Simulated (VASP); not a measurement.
# Bi (I4/mmm) in VASP: notebook

The runs below take Bi through single point, with PBE+D3(BJ).

Everything below comes from runs of VASP 6.6.1. Logs are shortened: lines on timing, memory, paths and dates and some standing lists are left out, and cuts for length are marked.

## (1) The cell of the first run

Symmetry: I4/mmm, No. 139, tetragonal system. The conventional cell has a = 4.088 Å, b = 4.088 Å, c = 3.794 Å, α = 90.00°, β = 90.00°, γ = 90.00°. Bi (site symmetry 4/mmm) has 14 Bi at 3.46 to 4.09 Å within 4.5 Å.

## (2) Single point, PBE+D3(BJ) (31.70 Å³/atom)

INCAR reads:

```
SYSTEM = Bi
PREC = Accurate
ENCUT = 520
EDIFF = 1E-6
ISMEAR = 0
SIGMA = 0.15
LREAL = .FALSE.
LASPH = .TRUE.
NELM = 60
ALGO = Fast
ISIF = 2
LWAVE = .FALSE.
LCHARG = .FALSE.
GGA = PE
IVDW = 12
NBANDS = 14
```

KPOINTS reads:

```
Automatic mesh
0
G
  18 18 18
  0 0 0
```

POSCAR reads:

```
Bi
1.0
   -2.0439920303      2.0439920303      1.8968246041
    2.0439920303     -2.0439920303      1.8968246041
    2.0439920303      2.0439920303     -1.8968246041
Bi
1
Direct
    0.0000000000      0.0000000000      0.0000000000
```

Potentials or basis: VASP PAW PBE potentials, release 64 (Bi_d).

Command:

```
$ cat potpaw_PBE.64/Bi_d/POTCAR > POTCAR
$ mpirun -np 1 vasp_std > vasp.out
```

OUTCAR:

```text
SYSTEM = Bi
   PREC = Accurate
   ENCUT = 520
   EDIFF = 1E-6
   ISMEAR = 0
   LREAL = .FALSE.
   LASPH = .TRUE.
   NELM = 60
   ISIF = 2
   GGA = PE
   IVDW = 12
 IVDW          = 12

 ion  position               nearest neighbor table
   1  0.000  0.000  0.000-

  LATTYP: Found a body centered tetragonal cell.
 ALAT       =     4.0879840606
 C/A-ratio  =     0.9280000000

  Lattice vectors:

 A1 = (  -2.0439920303,   2.0439920303,   1.8968246041)
 A2 = (   2.0439920303,  -2.0439920303,   1.8968246041)
 A3 = (   2.0439920303,   2.0439920303,  -1.8968246041)

Analysis of symmetry for initial positions (statically):
=====================================================================
 Subroutine PRICEL returns:
 Original cell was already a primitive cell.

 Routine SETGRP: Setting up the symmetry group for a
 body centered tetragonal supercell.

 Subroutine GETGRP returns: Found 16 space group operations
 (whereof 16 operations were pure point group operations)
 out of a pool of 16 trial point group operations.

The static configuration has the point symmetry D_4h.

Analysis of symmetry for dynamics (positions and initial velocities):
=====================================================================
 Subroutine PRICEL returns:
 Original cell was already a primitive cell.

 Routine SETGRP: Setting up the symmetry group for a
 body centered tetragonal supercell.

 Subroutine GETGRP returns: Found 16 space group operations
 (whereof 16 operations were pure point group operations)
 out of a pool of 16 trial point group operations.

The dynamic configuration has the point symmetry D_4h.

 Subroutine INISYM returns: Found 16 space group operations
 (whereof 16 operations are pure point group operations),
 and found     1 'primitive' translations

----------------------------------------------------------------------------------------

                                     Primitive cell

  volume of cell :      31.6990

  direct lattice vectors                    reciprocal lattice vectors
    -2.043992030  2.043992030  1.896824604     0.000000000  0.244619349  0.263598437
     2.043992030 -2.043992030  1.896824604     0.244619349  0.000000000  0.263598437
     2.043992030  2.043992030 -1.896824604     0.244619349  0.244619349  0.000000000

  length of vectors
     3.457419619  3.457419619  3.457419619     0.359614741  0.359614741  0.345944001

  position of ions in fractional coordinates (direct lattice)
     0.000000000  0.000000000  0.000000000

  ion indices of the primitive-cell ions
   primitive index   ion index
                 1           1

----------------------------------------------------------------------------------------

 KPOINTS: Automatic mesh

Automatic generation of k-mesh.
 Grid dimensions read from file:
 generate k-points for:   18   18   18

 Generating k-lattice:

  Cartesian coordinates                     Fractional coordinates (reciprocal lattice)
     0.000000000  0.013589964  0.014644358     0.055555556  0.000000000  0.000000000
     0.013589964  0.000000000  0.014644358     0.000000000  0.055555556  0.000000000
     0.013589964  0.013589964  0.000000000     0.000000000  0.000000000  0.055555556

  Length of vectors
     0.019978597  0.019978597  0.019219111

  Shift w.r.t. Gamma in fractional coordinates (k-lattice)
     0.000000000  0.000000000  0.000000000

 Subroutine IBZKPT returns following result:
 ===========================================

 Found    480 irreducible k-points:

 Following reciprocal coordinates:
            Coordinates               Weight
  0.000000  0.000000  0.000000      1.000000
  0.055556  0.000000  0.000000      8.000000
  0.111111  0.000000  0.000000      8.000000
  0.166667 -0.000000  0.000000      8.000000
  0.222222  0.000000  0.000000      8.000000
  0.277778  0.000000 -0.000000      8.000000
[... 16 lines left out ...]
 -0.277778  0.055556 -0.000000     16.000000
 -0.222222  0.055556 -0.000000     16.000000
 [... further k-points ...]
   k-points           NKPTS =    480   k-points in BZ     NKDIM =    480   number of bands    NBANDS=     14
   number of dos      NEDOS =    301   number of ions     NIONS =      1
   total plane-waves  NPLWV =  21952
   dimension x,y,z NGX =    28 NGY =   28 NGZ =   28
   dimension x,y,z NGXF=    56 NGYF=   56 NGZF=   56
   ions per type =               1
   NGX,Y,Z   is equivalent  to a cutoff of  13.46, 13.46, 13.46 a.u.
   NGXF,Y,Z  is equivalent  to a cutoff of  26.93, 26.93, 26.93 a.u.
 SYSTEM =  Bi
   PREC   = accura    normal or accurate (medium, high low for compatibility)
   ISTART =      0    job   : 0-new  1-cont  2-samecut
   ICHARG =      2    charge: 1-file 2-atom 10-const
   ISPIN  =      1    spin polarized calculation?
   LNONCOLLINEAR =      F non collinear calculations
   LSORBIT =      F    spin-orbit coupling
   LASPH  =      T    aspherical Exc in radial PAW
   ENCUT  =  520.0 eV  38.22 Ry    6.18 a.u.   6.43  6.43  6.43*2*pi/ulx,y,z
   NELM   =     60;   NELMIN=  2; NELMDL= -5     # of ELM steps
   EDIFF  = 0.1E-05   stopping-criterion for ELM
   LREAL  =      F    real-space projection
   EDIFFG = 0.1E-04   stopping-criterion for IOM
   NSW    =      0    number of steps for IOM
   IBRION =     -1    ionic relax: 0-MD 1-quasi-New 2-CG
   NFREE  =      0    steps in history (QN), initial steepest desc. (CG)
   ISIF   =      2    stress and relaxation
   ISYM   =      2    0-nonsym 1-usesym 2-fastsym
   POTIM  = 0.5000    time-step for ionic-motion
   TEBEG  =    0.0;   TEEND  =   0.0 temperature during run
   PSTRESS=    0.0 pullay stress
   NELECT =      15.0000    total number of electrons
   NUPDOWN=      -1.0000    fix difference up-down
   EMIN   =  10.00;   EMAX   =-10.00  energy-range for DOS
   EFERMI =   0.00;   METHOD = LEGACY
   ISMEAR =     0;   SIGMA  =   0.15  broadening in eV -4-tet -1-fermi 0-gaus
   EFERMI_NEDOS =   21; number of points for ismear=-14 and -15
   IALGO  =     68    algorithm
   IMIX   =      4    mixing-type and parameters
     AMIX     =   0.40;   BMIX     =  1.00
     AMIX_MAG =   1.60;   BMIX_MAG =  1.00
  volume/ion in A,a.u.               =      31.70       213.92
  Fermi-wavevector in a.u.,A,eV,Ry     =   1.275724  2.410769 22.143098  1.627472
  Thomas-Fermi vector in A             =   2.408420
   LORBIT       =      0    0 simple, 1 ext, 2 COOP (PROOUT), +10 PAW based schemes
   GGA     = PE    functional components
   LHFCALC =     F    Hartree Fock is set to
   AEXX    =    0.0000 exact exchange contribution
   IVDW    =    12    specifies the selected vdW correction
   LEPSILON=     F    determine dielectric tensor
   LRPA    =     F    only Hartree local field effects (RPA)
 non-spin polarized calculation
 RMM-DIIS sequential band-by-band and
 Gauss-broadening in eV      SIGMA  =   0.15
  energy-cutoff  :      520.00
  volume of cell :       31.70
 maximum number of plane-waves:       880
 NGX is ok and might be reduce to    28
   NGX = 13   NGY = 13   NGZ = 13

 number of electron      14.9999997 magnetization

 Free energy of the ion-electron system (eV)
  ---------------------------------------------------
  ext. energy  EPLUGINS =         0.00000000
  ---------------------------------------------------
  free energy    TOTEN  =        -3.75635939 eV

  energy without entropy =       -3.74901741  energy(sigma->0) =       -3.75268840

 E-fermi :   7.6940     XC(G=0): -10.2039

 val. band max:        7.6904552064   @ k =   0.3333   0.3333   0.1667
 cond. band min:       7.7130981870   @ k =  -0.1667  -0.4444   0.1111
 fundamental gap:      0.0226429805
 Fermi energy:         7.6939540339

 k-point     1 :       0.0000    0.0000    0.0000
  band No.  band energies     occupation
      1     -15.3455      2.00000
      2     -15.3267      2.00000
      3     -15.3267      2.00000
      4     -15.2348      2.00000
      5     -15.2013      2.00000
      6      -5.7083      2.00000
      7      12.5075      0.00000
      8      12.5075      0.00000
      9      12.9479      0.00000
     10      16.5063      0.00000
     11      17.9911      0.00000
     12      17.9911      0.00000
     13      18.3711      0.00000
     14      18.8117      0.00000

 k-point     2 :       0.0556    0.0000    0.0000
  band No.  band energies     occupation
      1     -15.3434      2.00000
      2     -15.3251      2.00000
      3     -15.3241      2.00000
      4     -15.2345      2.00000
      5     -15.2026      2.00000
      6      -5.6516      2.00000
      7      12.0633      0.00000
      8      12.3295      0.00000
      9      12.7026      0.00000
     10      16.9165      0.00000
     11      17.5765      0.00000
     12      17.5832      0.00000
     13      18.4843      0.00000
     14      18.7406      0.00000

 k-point     3 :       0.1111    0.0000    0.0000
  band No.  band energies     occupation
      1     -15.3429      2.00000
      2     -15.3207      2.00000
      3     -15.3111      2.00000
      4     -15.2333      2.00000
      5     -15.2062      2.00000
      6      -5.4822      2.00000
      7      10.8080      0.00000
      8      11.8738      0.00000
      9      12.4360      0.00000
     10      16.4104      0.00000
     11      16.9902      0.00000
     12      18.2139      0.00000
     13      18.2319      0.00000
     14      19.4436      0.00000

 k-point     4 :       0.1667   -0.0000    0.0000
  band No.  band energies     occupation
      1     -15.3468      2.00000
      2     -15.3151      2.00000
      3     -15.2862      2.00000
      4     -15.2313      2.00000
      5     -15.2111      2.00000
      6      -5.2032      2.00000
      7       9.3101      0.00000
      8      11.2860      0.00000
      9      12.1175      0.00000
     10      15.5798      0.00000
     11      16.4326      0.00000
     12      18.1770      0.00000
     13      19.2552      0.00000
     14      20.3775      0.00000

 k-point     5 :       0.2222    0.0000    0.0000
  band No.  band energies     occupation
      1     -15.3530      2.00000
      2     -15.3102      2.00000
      3     -15.2541      2.00000
      4     -15.2279      2.00000
      5     -15.2162      2.00000
      6      -4.8212      2.00000
      7       7.7854      0.38848
      8      10.6790      0.00000
      9      11.7659      0.00000
     10      14.8727      0.00000
     11      15.9514      0.00000
[... 276 lines left out ...]
 k-point    22 :      -0.3333    0.0556    0.0000
  band No.  band energies     occupation
      1     -15.3602      2.00000
      2     -15.3076      2.00000
      3     -15.2254      2.00000
      4     -15.2208      2.00000
      5     -15.2011      2.00000
      6      -4.0753      2.00000
      7       5.6922      2.00000
      8       9.5735      0.00000
      9      11.0769      0.00000
     10      14.3915      0.00000
     11      15.8184      0.00000
     12      19.0873      0.00000
     13      20.5458      0.00000
     14      23.0710      0.00000

 k-point    23 :      -0.2778    0.0556   -0.0000
  band No.  band energies     occupation
      1     -15.3534      2.00000
      2     -15.3089      2.00000
      3     -15.2362      2.00000
      4     -15.2293      2.00000
      5     -15.2171      2.00000
      6      -4.5778      2.00000
      7       7.0564      2.00000
      8      10.1085      0.00000
      9      11.4281      0.00000
     10      14.8690      0.00000
     11      16.1607      0.00000
     12      18.6258      0.00000
     13      20.1339      0.00000
     14      21.8569      0.00000

 k-point    24 :      -0.2222    0.0556   -0.0000
  band No.  band energies     occupation
      1     -15.3469      2.00000
      2     -15.3138      2.00000
      3     -15.2668      2.00000
      4     -15.2348      2.00000
      5     -15.2126      2.00000
      6      -5.0016      2.00000
      7       8.4805      0.00000
      8      10.7554      0.00000
      9      11.8153      0.00000
     10      15.4721      0.00000
     11      16.5368      0.00000
     12      18.3145      0.00000
     13      19.5507      0.00000
     14      20.8650      0.00000

 [... further k-points ...]

------------------------ aborting loop because EDIFF is reached ----------------------------------------

 Edisp (eV)   -0.49752

 E8    (eV) :    -0.2447

  FORCE on cell =-STRESS in cart. coord.  units (eV):
  Direction    XX          YY          ZZ          XY          YZ          ZX
  --------------------------------------------------------------------------------------
  -------------------------------------------------------------------------------------
  Total      -0.54385    -0.54385    -0.43264     0.00000    -0.00000     0.00000
  in kB     -27.48785   -27.48785   -21.86691     0.00000    -0.00000     0.00000
  external pressure =      -25.61 kB  Pullay stress =        0.00 kB

 VOLUME and BASIS-vectors are now :
 -----------------------------------------------------------------------------
  energy-cutoff  :      520.00
  volume of cell :       31.70
      direct lattice vectors                 reciprocal lattice vectors
    -2.043992030  2.043992030  1.896824604     0.000000000  0.244619349  0.263598437
     2.043992030 -2.043992030  1.896824604     0.244619349  0.000000000  0.263598437
     2.043992030  2.043992030 -1.896824604     0.244619349  0.244619349  0.000000000

 POSITION                                       TOTAL-FORCE (eV/Angst)
 -----------------------------------------------------------------------------------
      0.00000      0.00000      0.00000        -0.000000      0.000000      0.000000
 -----------------------------------------------------------------------------------
    total drift:                                0.000000      0.000000      0.000000

  FREE ENERGIE OF THE ION-ELECTRON SYSTEM (eV)
  ---------------------------------------------------
  free  energy   TOTEN  =        -4.2538746727 eV

  energy  without entropy=       -4.2465326960  energy(sigma->0) =       -4.25020368
```

Wall time 1.8 min (1 thread of AMD EPYC 9R45 (Zen 5), shared host); peak memory 0.29 GiB.

Results:

- Free energy: -4.2539 eV
- Pressure: -2.6 GPa
- Band gap on the k mesh: zero (an odd number of electrons rules out a gap without spin polarisation)
- Dispersion energy per atom: -0.498 eV

Stress tensor (GPa, compression positive):
```
-2.75  0.00  0.00
 0.00 -2.75  0.00
 0.00  0.00 -2.19
```

Levels at points of the mesh, in eV from the Fermi level:
```csv
k point,band 4,band 5,band 6,band 7,band 8,band 9,band 10,band 11
"(0.00, 0.00, 0.00)",-22.93,-22.90,-13.40,4.81,4.81,5.25,8.81,10.30
"(0.50, 0.00, 0.00)",-22.90,-22.83,-10.34,-4.91,1.33,3.03,5.63,7.17
"(0.50, 0.50, 0.00)",-22.92,-22.84,-10.65,-5.07,2.09,4.10,6.53,8.31
"(0.50, 0.50, 0.50)",-22.85,-22.84,-8.49,-2.14,-2.14,-0.93,3.25,3.96
```

Caveat: spin-orbit coupling is left out, which moves the levels of the heavy elements.

## (3) Single point, PBE+D3(BJ) (32.50 Å³/atom)

This run uses another cell than the first one, of 32.50 Å³/atom.

INCAR reads:

```
ALGO = Fast
EDIFF = 1E-7
ENCUT = 520
GGA = PE
ISIF = 2
ISMEAR = 0
IVDW = 12
LASPH = T
LCHARG = F
LREAL = F
LWAVE = F
NBANDS = 14
NELM = 100
PREC = Accurate
SIGMA = 0.15
```

KPOINTS reads:

```
k-points
0
Gamma
  18 18 18
```

POSCAR reads:

```
Bi
1.0
   -1.9126840447      1.9126840447      2.2210087127
    1.9126840447     -1.9126840447      2.2210087127
    1.9126840447      1.9126840447     -2.2210087127
Bi
1
Direct
    0.0000000000      0.0000000000      0.0000000000
```

Potentials or basis: VASP PAW PBE potentials, release 64 (Bi_d).

Command:

```
$ cat potpaw_PBE.64/Bi_d/POTCAR > POTCAR
$ mpirun -np 1 vasp_std > vasp.out
```

Run time: 2.1 min. Hardware: 1 thread of AMD EPYC 9R45 (Zen 5), shared host; peak memory 0.29 GiB.

It converged, with:

```
Free energy                : -4.2225 eV
Pressure                   : -3.6 GPa
Band gap on the k mesh     : zero (an odd number of electrons rules out a gap without spin polarisation)
Dispersion energy per atom : -0.485 eV
```

Stress tensor (GPa, compression positive):
```
-2.99  0.00  0.00
 0.00 -2.99  0.00
 0.00  0.00 -4.73
```

Levels at points of the mesh, in eV from the Fermi level:
| k point | band 4 | band 5 | band 6 | band 7 | band 8 | band 9 | band 10 | band 11 |
| --- | --- | --- | --- | --- | --- | --- | --- | --- |
| (0.00, 0.00, 0.00) | -22.96 | -22.92 | -13.26 | 4.61 | 4.81 | 4.81 | 8.47 | 9.55 |
| (0.50, 0.00, 0.00) | -22.92 | -22.87 | -10.58 | -4.94 | 2.06 | 3.80 | 6.42 | 8.24 |
| (0.50, 0.50, 0.00) | -22.91 | -22.85 | -10.10 | -4.61 | 0.75 | 1.96 | 4.86 | 6.21 |
| (0.50, 0.50, 0.50) | -22.87 | -22.87 | -8.76 | -3.05 | -0.91 | -0.91 | 3.35 | 4.19 |

Caveat: the cell stands under tension; spin-orbit coupling is left out, which moves the levels of the heavy elements.

The gap in the log of VASP goes by the Fermi energy; the results here count the filled bands.